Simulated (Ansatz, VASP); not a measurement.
**Zr: VASP beside Ansatz**

```xyz
2
Lattice="3.1674 0.0000 0.0000 -1.5837 2.7430 0.0000 0.0000 0.0000 5.1470" Properties=species:S:1:pos:R:3 pbc="T T T"
Zr    0.0000    1.8287    1.2868
Zr    1.5837    0.9143    3.8603
```

Change from the starting cell: equal xx and yy strain of -2 %.

Alike in both runs: task single point; functional PBE; k mesh 13 × 13 × 7; occupations fermi-dirac, width 0.08 eV; no spin polarisation.

|  | VASP | Ansatz |
| --- | --- | --- |
| version | VASP 6.6.1 | Ansatz 0.2.0 |
| potentials or method | VASP PAW PBE potentials, release 64 (Zr_sv), cutoff 520 eV | all-electron LAPW, scalar-relativistic |

```csv
,VASP,Ansatz,Ansatz less VASP
pressure (GPa),4.5,4.5,+0.01
"traceless stress, the component that is largest in VASP (GPa)",-0.58,-0.57,+0.004
```

Ansatz ran all-electron here, and VASP with PAW potentials.
